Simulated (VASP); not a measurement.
Wanted: the native input for a VASP 6.6.1 run.

* Task: single point
* Functional: PBEsol
* Potentials or basis: VASP PAW PBE potentials, release 64 (Co, C)
* Cutoff: 520 eV
* k mesh: 12 × 12 × 1
* Occupations: gaussian, width 0.1 eV
* Spin: collinear spin, ferromagnetic start
* Starting moments: [1.94, 1.87, 1.83, 1.86, 1.92, 2.0] μB
* Dipole correction: yes
* Further INCAR settings: ALGO = Normal; EDIFF = 1e-06; NBANDS = 38

The structure of Co5C lies in POSCAR:

```
Co5C
1.0
    2.4564222732      0.0000000000      0.0000000000
   -1.2282111366      2.1273240910      0.0000000000
    0.0000000000      0.0000000000     26.9388271088
Co C
5 1
Direct
    0.6666666667      0.3333333333      0.3155296986
    0.3333333333      0.6666666667      0.3892042788
    0.6666666667      0.3333333333      0.4644680203
    0.3333333333      0.6666666667      0.5366632596
    0.6666666667      0.3333333333      0.6143373712
    0.6666666667      0.3333333333      0.6755319813
```

The input as run:

INCAR

```
  PREC = Accurate
  ENCUT = 520
  EDIFF = 1E-6
  ISMEAR = 0
  SIGMA = 0.1
  LREAL = F
  LASPH = T
  NELM = 150
  ALGO = Normal
  ISIF = 2
  LWAVE = F
  LCHARG = T
  ISPIN = 2
  MAGMOM = 1.94 1.87 1.83 1.86 1.92 2
  LORBIT = 11
  LMAXMIX = 4
  LDIPOL = T
  IDIPOL = 3
  DIPOL = 0.5 0.5 0.499
  GGA = PS
  LELF = T
  LVHAR = T
  LVACPOTAV = T
  NBANDS = 38
```

KPOINTS

```
Automatic mesh
0
Gamma
  12 12 1
```

Potentials or basis: VASP PAW PBE potentials, release 64 (Co, C).

The run is started by

```bash
$ cat potpaw_PBE.64/Co/POTCAR potpaw_PBE.64/C/POTCAR > POTCAR
$ mpirun -np 1 vasp_std > vasp.out
```

It gave:

```json
{
 "Largest force": "0.422 eV/Å",
 "Net moment": "7.29 μB per cell",
 "Site moments": "Co +1.72, +1.66, +1.62, +0.73 (each value once); C -0.04 μB",
 "Valence electrons inside the program's atomic spheres": "Co 8.17, 8.34, 8.36, 8.70 (each value once); C 2.14"
}
```

Caveat: the PAW data sets were made with another functional, which shifts forces and pressure a little.

Run time: 12 min on 1 thread of Intel(R) Xeon(R) Platinum 8375C CPU @ 2.90GHz (Ice Lake), with other jobs on the host, peak memory 0.39 GiB.
